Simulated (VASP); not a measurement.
Set up this calculation in VASP 6.6.1, as the native input.

| Item | Value |
| --- | --- |
| Task | single point |
| Functional | LDA |
| Potentials or basis | VASP PAW LDA potentials, release 64 (W_sv, S) |
| Cutoff | 520 eV |
| k mesh | 13 × 13 × 13 |
| Occupations | fermi-dirac, width 0.08 eV |
| Spin | no spin polarisation |
| Dipole correction | no |
| Further INCAR settings | ALGO = Normal; EDIFF = 1e-06; NBANDS = 20 |

The structure of WS2 lies in POSCAR:

```
WS2
1.0
    1.6099690384      0.9295160577      6.2842102968
   -1.6099690384      0.9295160577      6.2842102968
    0.0000000000     -1.8590321154      6.2842102968
W S
1 2
Direct
    0.0000000000      0.0000000000      0.0000000000
    0.7503000000      0.7503000000      0.7503000000
    0.5810000000      0.5810000000      0.5810000000
```

The input as run:

INCAR

```
ALGO = Normal
EDIFF = 1E-6
ENCUT = 520
ISIF = 2
ISMEAR = -1
LASPH = T
LCHARG = F
LREAL = F
LWAVE = F
NBANDS = 20
NELM = 80
PREC = Accurate
SIGMA = 0.08
```

KPOINTS

```
k-points
0
Gamma
  13 13 13
```

Potentials or basis: VASP PAW LDA potentials, release 64 (W_sv, S).

Run with:

```sh
$ cat potpaw_LDA.64/W_sv/POTCAR potpaw_LDA.64/S/POTCAR > POTCAR
$ mpirun -np 1 vasp_std > vasp.out
```

Results of the run:

* Pressure: -11.6 GPa
* Largest force: 1.417 eV/Å
* Band gap on the k mesh: 1.03 eV (least direct gap 1.94 eV)

Caveat: the cell stands under tension; spin-orbit coupling is left out, which moves the levels of the heavy elements; forces of over 1 eV/Å act on the atoms, so gaps and moduli don't describe the material at rest.

It took 7.7 min on 1 thread of Intel(R) Xeon(R) 6975P-C (Granite Rapids), with other jobs on the host, peak memory 0.44 GiB.
